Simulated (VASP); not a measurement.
# Mo (Im-3m) in VASP: further runs

The runs below take Mo through single point, with LDA, PBE.

Program: VASP 6.6.1. These are calculated values, not measurements. Logs are shortened: lines on timing, memory, paths and dates and some standing lists are left out, and cuts for length are marked.

## Step 1: The cell of the first run

Symmetry: Im-3m, No. 229, cubic system. The conventional cell has a = 3.168 Å, b = 3.168 Å, c = 3.168 Å, α = 90.00°, β = 90.00°, γ = 90.00°. Within 3.6 Å of Mo (site symmetry m-3m) lie 14 Mo at 2.74 to 3.17 Å.

## Step 2: Single point, LDA

Contents of INCAR:

```
SYSTEM = Mo
PREC     = Accurate       ! precision mode
ENCUT    = 520            ! plane-wave cutoff, eV
EDIFF    = 1E-7           ! SCF threshold, eV
ISMEAR   = -1             ! smearing method
SIGMA    = 0.05           ! smearing width, eV
LREAL    = .False.        ! projectors in reciprocal space
LASPH    = .True.         ! aspherical terms in the spheres
NELM     = 80             ! most SCF steps
ALGO     = Normal         ! electronic algorithm
ISIF     = 2              ! what is computed and relaxed
LWAVE    = .False.        ! write WAVECAR
LCHARG   = .True.         ! write CHGCAR
LELF     = .True.         ! ELF
LVHAR    = .True.       
NBANDS   = 13             ! bands
```

Contents of KPOINTS:

```
Automatic mesh
0
Gamma
  12 12 12
  0 0 0
```

Contents of POSCAR:

```
Mo
1.0
   -1.5838089719      1.5838089719      1.5838089719
    1.5838089719     -1.5838089719      1.5838089719
    1.5838089719      1.5838089719     -1.5838089719
Mo
1
Direct
    0.0000000000      0.0000000000      0.0000000000
```

Potentials or basis: VASP PAW LDA potentials, release 64 (Mo_sv).

Run with:

```sh
cat potpaw_LDA.64/Mo_sv/POTCAR > POTCAR
mpirun -np 1 vasp_std > vasp.out
```

OUTCAR:

```text
SYSTEM = Mo
   PREC = Accurate
   ENCUT = 520
   EDIFF = 1E-7
   ISMEAR = -1
   LREAL = .False.
   LASPH = .True.
   NELM = 80
   ISIF = 2

 ion  position               nearest neighbor table
   1  0.000  0.000  0.000-

  LATTYP: Found a body centered cubic cell.
 ALAT       =     3.1676179438

  Lattice vectors:

 A1 = (  -1.5838089719,   1.5838089719,   1.5838089719)
 A2 = (   1.5838089719,  -1.5838089719,   1.5838089719)
 A3 = (   1.5838089719,   1.5838089719,  -1.5838089719)

Analysis of symmetry for initial positions (statically):
=====================================================================
 Subroutine PRICEL returns:
 Original cell was already a primitive cell.

 Routine SETGRP: Setting up the symmetry group for a
 body centered cubic supercell.

 Subroutine GETGRP returns: Found 48 space group operations
 (whereof 48 operations were pure point group operations)
 out of a pool of 48 trial point group operations.

The static configuration has the point symmetry O_h .

Analysis of symmetry for dynamics (positions and initial velocities):
=====================================================================
 Subroutine PRICEL returns:
 Original cell was already a primitive cell.

 Routine SETGRP: Setting up the symmetry group for a
 body centered cubic supercell.

 Subroutine GETGRP returns: Found 48 space group operations
 (whereof 48 operations were pure point group operations)
 out of a pool of 48 trial point group operations.

The dynamic configuration has the point symmetry O_h .

 Subroutine INISYM returns: Found 48 space group operations
 (whereof 48 operations are pure point group operations),
 and found     1 'primitive' translations

----------------------------------------------------------------------------------------

                                     Primitive cell

  volume of cell :      15.8916

  direct lattice vectors                    reciprocal lattice vectors
    -1.583808972  1.583808972  1.583808972     0.000000000  0.315694638  0.315694638
     1.583808972 -1.583808972  1.583808972     0.315694638  0.000000000  0.315694638
     1.583808972  1.583808972 -1.583808972     0.315694638  0.315694638  0.000000000

  length of vectors
     2.743237609  2.743237609  2.743237609     0.446459639  0.446459639  0.446459639

  position of ions in fractional coordinates (direct lattice)
     0.000000000  0.000000000  0.000000000

  ion indices of the primitive-cell ions
   primitive index   ion index
                 1           1

----------------------------------------------------------------------------------------

 KPOINTS: Automatic mesh

Automatic generation of k-mesh.
 Grid dimensions read from file:
 generate k-points for:   12   12   12

 Generating k-lattice:

  Cartesian coordinates                     Fractional coordinates (reciprocal lattice)
     0.000000000  0.026307886  0.026307886     0.083333333  0.000000000  0.000000000
     0.026307886  0.000000000  0.026307886     0.000000000  0.083333333  0.000000000
     0.026307886  0.026307886  0.000000000     0.000000000  0.000000000  0.083333333

  Length of vectors
     0.037204970  0.037204970  0.037204970

  Shift w.r.t. Gamma in fractional coordinates (k-lattice)
     0.000000000  0.000000000  0.000000000

 Subroutine IBZKPT returns following result:
 ===========================================

 Found     72 irreducible k-points:

 Following reciprocal coordinates:
            Coordinates               Weight
  0.000000  0.000000  0.000000      1.000000
  0.083333  0.000000  0.000000     12.000000
  0.166667  0.000000  0.000000     12.000000
  0.250000  0.000000  0.000000     12.000000
  0.333333  0.000000  0.000000     12.000000
  0.416667  0.000000  0.000000     12.000000
[... 16 lines left out ...]
  0.333333  0.083333  0.083333     24.000000
  0.416667  0.083333  0.083333     12.000000
 [... further k-points ...]
   k-points           NKPTS =     72   k-points in BZ     NKDIM =     72   number of bands    NBANDS=     13
   number of dos      NEDOS =    301   number of ions     NIONS =      1
   total plane-waves  NPLWV =   8000
   dimension x,y,z NGX =    20 NGY =   20 NGZ =   20
   dimension x,y,z NGXF=    40 NGYF=   40 NGZF=   40
   ions per type =               1
   NGX,Y,Z   is equivalent  to a cutoff of  12.12, 12.12, 12.12 a.u.
   NGXF,Y,Z  is equivalent  to a cutoff of  24.24, 24.24, 24.24 a.u.
 SYSTEM =  Mo
   PREC   = accura    normal or accurate (medium, high low for compatibility)
   ISTART =      0    job   : 0-new  1-cont  2-samecut
   ICHARG =      2    charge: 1-file 2-atom 10-const
   ISPIN  =      1    spin polarized calculation?
   LNONCOLLINEAR =      F non collinear calculations
   LSORBIT =      F    spin-orbit coupling
   LASPH  =      T    aspherical Exc in radial PAW
   ENCUT  =  520.0 eV  38.22 Ry    6.18 a.u.   5.10  5.10  5.10*2*pi/ulx,y,z
   NELM   =     80;   NELMIN=  2; NELMDL= -5     # of ELM steps
   EDIFF  = 0.1E-06   stopping-criterion for ELM
   LREAL  =      F    real-space projection
   EDIFFG = 0.1E-05   stopping-criterion for IOM
   NSW    =      0    number of steps for IOM
   IBRION =     -1    ionic relax: 0-MD 1-quasi-New 2-CG
   NFREE  =      0    steps in history (QN), initial steepest desc. (CG)
   ISIF   =      2    stress and relaxation
   ISYM   =      2    0-nonsym 1-usesym 2-fastsym
   POTIM  = 0.5000    time-step for ionic-motion
   TEBEG  =    0.0;   TEEND  =   0.0 temperature during run
   PSTRESS=    0.0 pullay stress
   NELECT =      14.0000    total number of electrons
   NUPDOWN=      -1.0000    fix difference up-down
   EMIN   =  10.00;   EMAX   =-10.00  energy-range for DOS
   EFERMI =   0.00;   METHOD = LEGACY
   ISMEAR =    -1;   SIGMA  =   0.05  broadening in eV -4-tet -1-fermi 0-gaus
   EFERMI_NEDOS =   21; number of points for ismear=-14 and -15
   IALGO  =     38    algorithm
   IMIX   =      4    mixing-type and parameters
     AMIX     =   0.40;   BMIX     =  1.00
     AMIX_MAG =   1.60;   BMIX_MAG =  1.00
  volume/ion in A,a.u.               =      15.89       107.24
  Fermi-wavevector in a.u.,A,eV,Ry     =   1.569380  2.965698 33.510508  2.462953
  Thomas-Fermi vector in A             =   2.671271
   LORBIT       =      0    0 simple, 1 ext, 2 COOP (PROOUT), +10 PAW based schemes
   GGA     = CA    functional components
   LHFCALC =     F    Hartree Fock is set to
   AEXX    =    0.0000 exact exchange contribution
   IVDW    =     0    specifies the selected vdW correction
   LEPSILON=     F    determine dielectric tensor
   LRPA    =     F    only Hartree local field effects (RPA)
 non-spin polarized calculation
  energy-cutoff  :      520.00
  volume of cell :       15.89
 maximum number of plane-waves:       442
   NGX = 11   NGY = 11   NGZ = 11

 number of electron      14.0000005 magnetization

 Free energy of the ion-electron system (eV)
  ---------------------------------------------------
  ext. energy  EPLUGINS =         0.00000000
  ---------------------------------------------------
  free energy    TOTEN  =       -12.11434266 eV

  energy without entropy =      -12.11189518  energy(sigma->0) =      -12.11311892

 E-fermi :  12.1469     XC(G=0): -13.5116

 val. band max:       12.0845280840   @ k =  -0.1667   0.2500   0.0833
 cond. band min:      12.1511378904   @ k =   0.5000   0.5000   0.0833
 fundamental gap:      0.0666098064
 Fermi energy:        12.1468795508

 k-point     1 :       0.0000    0.0000    0.0000
  band No.  band energies     occupation
      1     -48.7332      2.00000
      2     -22.2113      2.00000
      3     -22.2113      2.00000
      4     -22.2113      2.00000
      5       5.0256      2.00000
      6      10.8573      2.00000
      7      10.8573      2.00000
      8      10.8573      2.00000
      9      13.7931      0.00000
     10      13.7931      0.00000
     11      27.0022      0.00000
     12      27.0022      0.00000
     13      27.0022      0.00000

 k-point     2 :       0.0833    0.0000    0.0000
  band No.  band energies     occupation
      1     -48.7165      2.00000
      2     -22.3079      2.00000
      3     -22.2412      2.00000
      4     -22.2120      2.00000
      5       5.3253      2.00000
      6      10.6912      2.00000
      7      10.8268      2.00000
      8      11.1399      2.00000
      9      13.5632      0.00000
     10      13.7990      0.00000
     11      27.2154      0.00000
     12      27.5081      0.00000
     13      27.5639      0.00000

 k-point     3 :       0.1667    0.0000    0.0000
  band No.  band energies     occupation
      1     -48.6707      2.00000
      2     -22.5667      2.00000
      3     -22.3221      2.00000
      4     -22.2139      2.00000
      5       6.1180      2.00000
      6      10.2685      2.00000
      7      10.6822      2.00000
      8      11.9609      1.95265
      9      13.2410      0.00000
     10      13.8387      0.00000
     11      27.5061      0.00000
     12      28.5533      0.00000
     13      28.9366      0.00000
[... 305 lines left out ...]
 k-point    23 :       0.3333    0.0833    0.0833
  band No.  band energies     occupation
      1     -48.4895      2.00000
      2     -23.4146      2.00000
      3     -22.6639      2.00000
      4     -22.3097      2.00000
      5       7.6430      2.00000
      6       8.9453      2.00000
      7      11.8398      1.99571
      8      13.9152      0.00000
      9      14.3795      0.00000
     10      17.7668      0.00000
     11      23.9850      0.00000
     12      25.0536      0.00000
     13      28.4874      0.00000

 k-point    24 :       0.4167    0.0833    0.0833
  band No.  band energies     occupation
      1     -48.4741      2.00000
      2     -23.4733      2.00000
      3     -22.7068      2.00000
      4     -22.3125      2.00000
      5       7.5295      2.00000
      6       8.8595      2.00000
      7      12.5277      0.00098
      8      13.9822      0.00000
      9      14.4579      0.00000
     10      18.4773      0.00000
     11      22.9983      0.00000
     12      24.6573      0.00000
     13      27.9633      0.00000

 [... further k-points ...]
[... 5 lines left out ...]
  --------------------------------------------------------------------------------------
  -------------------------------------------------------------------------------------
  Total       -1.3073842     -1.3073842     -1.3073842      0.0000000      0.0000000      0.0000000
  in kB     -131.8091140   -131.8091140   -131.8091140      0.0000000      0.0000000      0.0000000
  external PRESSURE =    -131.8091140 kB  Pullay stress =       0.0000000 kB

 VOLUME and BASIS-vectors are now :
 -----------------------------------------------------------------------------
  energy-cutoff  :      520.00
  volume of cell :       15.89
      direct lattice vectors                 reciprocal lattice vectors
    -1.583808972  1.583808972  1.583808972     0.000000000  0.315694638  0.315694638
     1.583808972 -1.583808972  1.583808972     0.315694638  0.000000000  0.315694638
     1.583808972  1.583808972 -1.583808972     0.315694638  0.315694638  0.000000000

 POSITION                                       TOTAL-FORCE (eV/Angst)
 -----------------------------------------------------------------------------------
      0.00000      0.00000      0.00000        -0.000000      0.000000     -0.000000
 -----------------------------------------------------------------------------------
    total drift:                                0.000000     -0.000000     -0.000000

  FREE ENERGIE OF THE ION-ELECTRON SYSTEM (eV)
  ---------------------------------------------------
  free  energy   TOTEN  =       -12.1143426556 eV

  energy  without entropy=      -12.1118951808  energy(sigma->0) =      -12.11311892
```

Run time: 16 s. Hardware: 1 thread of AMD EPYC 7R13, shared host; peak memory 0.09 GiB.

Results:

| Quantity | Value |
| --- | --- |
| Free energy | -12.1143 eV |
| Pressure | -13.2 GPa |
| Band gap on the k mesh | zero (band 7 reaches 16.12 eV, above the bottom of band 8 at 10.86 eV) |

## Step 3: Single point, LDA

This run uses another cell than the first one, of 16.21 Å³/atom, 1.020 times its volume.

Contents of INCAR:

```
SYSTEM = Mo
PREC = Accurate
ENCUT = 520
EDIFF = 1E-6
ISMEAR = -1
SIGMA = 0.05
LREAL = .False.
LASPH = .True.
NELM = 60
ALGO = Fast
ISIF = 2
LWAVE = .False.
LCHARG = .False.
NBANDS = 13
```

Contents of KPOINTS:

```
regular mesh
0
Gamma
  12 12 12
  0 0 0
```

Contents of POSCAR:

```
Mo
1.0
   -1.5942980787      1.5942980787      1.5942980787
    1.5942980787     -1.5942980787      1.5942980787
    1.5942980787      1.5942980787     -1.5942980787
Mo
1
Direct
    0.0000000000      0.0000000000      0.0000000000
```

Potentials or basis: VASP PAW LDA potentials, release 64 (Mo_sv).

Run with:

```sh
cat potpaw_LDA.64/Mo_sv/POTCAR > POTCAR
mpirun -np 1 vasp_std > vasp.out
```

Wall time 31 s (1 thread of AMD EPYC 7R13, shared host); peak memory 0.11 GiB.

The run converged. Its results:

```
Free energy            : -12.0838 eV
Pressure               : -17.7 GPa
Band gap on the k mesh : zero (band 7 reaches 15.69 eV, above the bottom of band 8 at 10.58 eV)
```

Levels at points of the mesh, in eV from the Fermi level:
```tsv
k point	band 3	band 4	band 5	band 6	band 7	band 8	band 9	band 10	band 11	band 12
(0.00, 0.00, 0.00)	-34.40	-34.40	-7.06	-1.26	-1.26	-1.26	1.61	1.61	14.82	14.82
(0.50, 0.00, 0.00)	-34.81	-34.41	-5.07	-3.19	1.60	1.63	2.22	4.58	11.13	11.94
(0.50, 0.50, 0.50)	-35.28	-35.28	-5.14	-5.14	3.86	3.86	3.86	8.82	8.82	8.82
```

## Step 4: Single point, PBE

This run uses another cell than the first one, of 15.57 Å³/atom, 0.980 times its volume.

Contents of INCAR:

```
PREC = Accurate ; ENCUT = 520
EDIFF = 1E-6 ; ISMEAR = -1
SIGMA = 0.05 ; LREAL = F
LASPH = T ; NELM = 100
ALGO = Normal ; ISIF = 2
LWAVE = F ; LCHARG = F
GGA = PE ; NBANDS = 13
```

Contents of KPOINTS:

```
regular mesh
0
Gamma
  12 12 12
```

Contents of POSCAR:

```
Mo
1.0
   -1.5731790612      1.5731790612      1.5731790612
    1.5731790612     -1.5731790612      1.5731790612
    1.5731790612      1.5731790612     -1.5731790612
Mo
1
Direct
    0.0000000000      0.0000000000      0.0000000000
```

Potentials or basis: VASP PAW PBE potentials, release 64 (Mo_sv).

Run with:

```sh
cat potpaw_PBE.64/Mo_sv/POTCAR > POTCAR
mpirun -np 1 vasp_std > vasp.out
```

It took 19 s on 1 thread of AMD EPYC 7R13, shared host; peak memory 0.1 GiB.

Results (log left out):

* Free energy: -10.9485 eV
* Pressure: 4.1 GPa
* Band gap on the k mesh: zero (band 7 reaches 16.66 eV, above the bottom of band 8 at 11.28 eV)

Levels at points of the mesh, in eV from the Fermi level:
```csv
k point,band 5,band 6,band 7,band 8,band 9,band 10
"(0.00, 0.00, 0.00)",-7.20,-1.32,-1.32,-1.32,1.72,1.72
"(0.50, 0.00, 0.00)",-5.30,-3.37,1.69,1.75,2.38,4.82
"(0.50, 0.50, 0.50)",-5.42,-5.42,4.05,4.05,4.05,9.14
```

## Step 5: Single point, PBE

This run uses another cell than the first one, of 16.21 Å³/atom, 1.020 times its volume.

Contents of INCAR:

```
SYSTEM = Mo
PREC = Accurate ; ENCUT = 520
EDIFF = 1E-6 ; ISMEAR = -1
SIGMA = 0.05 ; LREAL = .False.
LASPH = .True. ; NELM = 80
ALGO = Normal ; ISIF = 2
LWAVE = .False. ; LCHARG = .False.
GGA = PE ; NBANDS = 13
```

Contents of KPOINTS:

```
regular mesh
0
Gamma
  12 12 12
  0 0 0
```

Contents of POSCAR:

```
Mo
1.0
   -1.5942980787      1.5942980787      1.5942980787
    1.5942980787     -1.5942980787      1.5942980787
    1.5942980787      1.5942980787     -1.5942980787
Mo
1
Direct
    0.0000000000      0.0000000000      0.0000000000
```

Run with:

```sh
cat potpaw_PBE.64/Mo_sv/POTCAR > POTCAR
mpirun -np 1 vasp_std > vasp.out
```

Run time: 28 s. Hardware: 1 thread of AMD EPYC 7R13, shared host; peak memory 0.12 GiB.

It converged, with:

* Free energy: -10.9437 eV
* Pressure: -6.2 GPa
* Band gap on the k mesh: zero (band 7 reaches 15.80 eV, above the bottom of band 8 at 10.72 eV)

Levels at points of the mesh, in eV from the Fermi level:
```
           k point  band 4  band 5  band 6  band 7  band 8  band 9  band 10  band 11
(0.00, 0.00, 0.00)  -34.58   -7.07   -1.25   -1.25   -1.25    1.64     1.64    14.81
(0.50, 0.00, 0.00)  -34.59   -5.07   -3.19    1.54    1.65    2.25     4.54    11.14
(0.50, 0.50, 0.50)  -35.45   -5.13   -5.13    3.82    3.82    3.82     8.83     8.83
```

## Step 6: Summary

```csv
level,potentials or basis,cell,gap on the mesh (eV),pressure (GPa)
LDA,"VASP PAW LDA potentials, release 64 (Mo_sv)","a = 2.743 Å, angles 109.5°, 1 atom",none,-13.2
LDA,"VASP PAW LDA potentials, release 64 (Mo_sv)","a = 2.761 Å, angles 109.5°, 1 atom",none,-17.7
PBE,"VASP PAW PBE potentials, release 64 (Mo_sv)","a = 2.725 Å, angles 109.5°, 1 atom",none,4.1
PBE,"VASP PAW PBE potentials, release 64 (Mo_sv)","a = 2.761 Å, angles 109.5°, 1 atom",none,-6.2
```

Alike in all rows: task single point; no spin polarisation; k mesh 12 × 12 × 12; cutoff (eV) 520; smearing fermi-dirac 0.05 eV.

Absolute energies hang on the potentials; compare differences alone.
